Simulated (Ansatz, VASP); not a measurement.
## Two plane-wave programs on Li

```xyz
4
Lattice="4.4421 0.0000 0.0000 0.0000 4.4421 0.0000 0.0000 0.0000 4.4421" Properties=species:S:1:pos:R:3 pbc="T T T"
Li    3.8504    0.5917    2.8128
Li    1.6293    1.6293    1.6293
Li    0.5917    2.8128    3.8504
Li    2.8128    3.8504    0.5917
```

Alike in both runs: task single point; functional PBEsol; k mesh 10 × 10 × 10; occupations gaussian, width 0.1 eV; no spin polarisation.

```csv
,VASP,Ansatz
version,VASP 6.6.1,Ansatz 0.2.0
potentials or method,"VASP PAW PBE potentials, release 64 (Li_sv), cutoff 520 eV","scalar-relativistic, plane waves, PAW"
valence electrons in the cell,12,12
```

|  | VASP | Ansatz | Ansatz less VASP |
| --- | --- | --- | --- |
| gap on the k mesh at the Fermi level (eV) | none | none | - |
| rms of the force components (eV/Å) | 0.052 | 0.052 | +0.0002 |

VASP's potentials were made for PBE, not for PBEsol. Atom by atom the forces differ by 0.000 eV/Å (rms over components). A gap of «none» marks a metal or a gap that the smearing closes.

Noted on VASP's run: the cutoff is short for stress, so the pressure is rough.
